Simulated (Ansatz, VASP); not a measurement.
## RbSi3Ge3: VASP beside Ansatz

```xyz
14
Lattice="6.9831 0.0000 0.0000 0.0000 6.9831 0.0000 0.0000 0.0000 6.9831" Properties=species:S:1:pos:R:3 pbc="T T T"
Rb    3.4916    3.4916    3.4916
Rb    0.0000    0.0000    0.0000
Si    3.4916    0.0000    5.2374
Si    5.2374    3.4916    0.0000
Si    0.0000    5.2374    3.4916
Si    3.4916    0.0000    1.7458
Si    1.7458    3.4916    0.0000
Si    0.0000    1.7458    3.4916
Ge    0.0000    3.4916    5.2374
Ge    5.2374    0.0000    3.4916
Ge    3.4916    5.2374    0.0000
Ge    0.0000    3.4916    1.7458
Ge    1.7458    0.0000    3.4916
Ge    3.4916    1.7458    0.0000
```

Alike in both runs: task single point; functional PBE; k mesh 4 × 4 × 4; occupations gaussian, width 0.1 eV; no spin polarisation.

|  | VASP | Ansatz |
| --- | --- | --- |
| version | VASP 6.6.1 | Ansatz 0.2.0 |
| potentials or method | VASP PAW PBE potentials, release 64 (Rb_sv, Si, Ge_d), cutoff 520 eV | scalar-relativistic, plane waves, PAW |
| valence electrons in the cell | 126 | 126 |

```csv
,VASP,Ansatz,Ansatz less VASP
gap on the k mesh at the Fermi level (eV),none,none,-
pressure (GPa),0.0,0.0,+0.03
```

A gap of «none» marks a metal or a gap that the smearing closes. With one functional, cell and mesh, what is left measures potentials, basis and numerics.
